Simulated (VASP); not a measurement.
A run of VASP 6.6.1 is set up as follows.

INCAR

```
  ALGO = Normal
  EDIFF = 1E-7
  EDIFFG = -0.01
  ENCUT = 600
  GGA = PE
  IBRION = 2
  ISIF = 3
  ISMEAR = 0
  LASPH = T
  LCHARG = F
  LREAL = F
  LWAVE = F
  NELM = 100
  NSW = 100
  PREC = Accurate
  SIGMA = 0.1
```

KPOINTS

```
k-points
0
Gamma
  6 6 6
```

The input POSCAR:

```
SiTe6
1.0
    7.4764501864      0.0000000000      0.0000000000
    0.0000000000      7.4764501864      0.0000000000
    0.0000000000      0.0000000000      7.4764501864
Si Te
1 6
Direct
    0.0000000000      0.0000000000      0.0000000000
    0.1839865830      0.5000000000      0.5000000000
    0.5000000000      0.1839865830      0.5000000000
    0.8160134170      0.5000000000      0.5000000000
    0.5000000000      0.8160134170      0.5000000000
    0.5000000000      0.5000000000      0.1839865830
    0.5000000000      0.5000000000      0.8160134170
```

Potentials or basis: VASP PAW PBE potentials, release 64 (Si, Te).

Command:

```console
$ cat potpaw_PBE.64/Si/POTCAR potpaw_PBE.64/Te/POTCAR > POTCAR
$ mpirun -np 1 vasp_std > vasp.out
```

Q: Predict the space group after relaxing (to 0.05 Å).

A: Pm-3m (No. 221).

Q: Predict the relaxed volume.

A: 59.45 Å³/atom.

Q: What does it give for the band gap on the k mesh?

A: Zero (band 20 reaches 1.18 eV, above the bottom of band 21 at 1.08 eV).

Q: Estimate the relaxed cell.

A: a = 7.466 Å, b = 7.466 Å, c = 7.466 Å, α = 90.00°, β = 90.00°, γ = 90.00°.

Final structure:
```cif
data_structure
_symmetry_space_group_name_H-M 'P 1'
_symmetry_Int_Tables_number 1
_cell_length_a 7.4659
_cell_length_b 7.4659
_cell_length_c 7.4659
_cell_angle_alpha 90.000
_cell_angle_beta 90.000
_cell_angle_gamma 90.000
_cell_volume 416.15
loop_
_atom_site_label
_atom_site_type_symbol
_atom_site_fract_x
_atom_site_fract_y
_atom_site_fract_z
_atom_site_occupancy
Si1 Si 0.00000 0.00000 0.00000 1
Te1 Te 0.18351 0.50000 0.50000 1
Te2 Te 0.50000 0.18351 0.50000 1
Te3 Te 0.81649 0.50000 0.50000 1
Te4 Te 0.50000 0.81649 0.50000 1
Te5 Te 0.50000 0.50000 0.18351 1
Te6 Te 0.50000 0.50000 0.81649 1
```

Caveat: spin-orbit coupling is left out, which moves the levels of the heavy elements.
